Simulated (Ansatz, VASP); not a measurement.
One calculation of Sn, two programs

```xyz
2
Lattice="0.0000 3.4401 3.4401 3.4401 0.0000 3.4401 3.0506 3.0506 0.3895" Properties=species:S:1:pos:R:3 pbc="T T T"
Sn    3.2606    3.2606    3.6196
Sn    4.8528    4.8528    5.4675
```

Alike in both runs: task single point; functional PBEsol; k mesh 12 × 12 × 12; occupations gaussian, width 0.1 eV; no spin polarisation.

|  | VASP | Ansatz |
| --- | --- | --- |
| version | VASP 6.6.1 | Ansatz 0.2.0 |
| potentials or method | VASP PAW PBE potentials, release 64 (Sn_d), cutoff 520 eV | scalar-relativistic, plane waves, PAW |
| valence electrons in the cell | 28 | 28 |

```tsv
	VASP	Ansatz	Ansatz less VASP
gap on the k mesh at the Fermi level (eV)	none	none	-
pressure (GPa)	3.8	3.8	+0.06
traceless stress, the component that is largest in VASP (GPa)	7.38	7.38	+0.006
rms of the force components (eV/Å)	1.465	1.468	+0.0024
```

VASP's potentials were made for PBE, not for PBEsol. Atom by atom the forces differ by 0.002 eV/Å (rms over components). A gap of «none» marks a metal or a gap that the smearing closes.
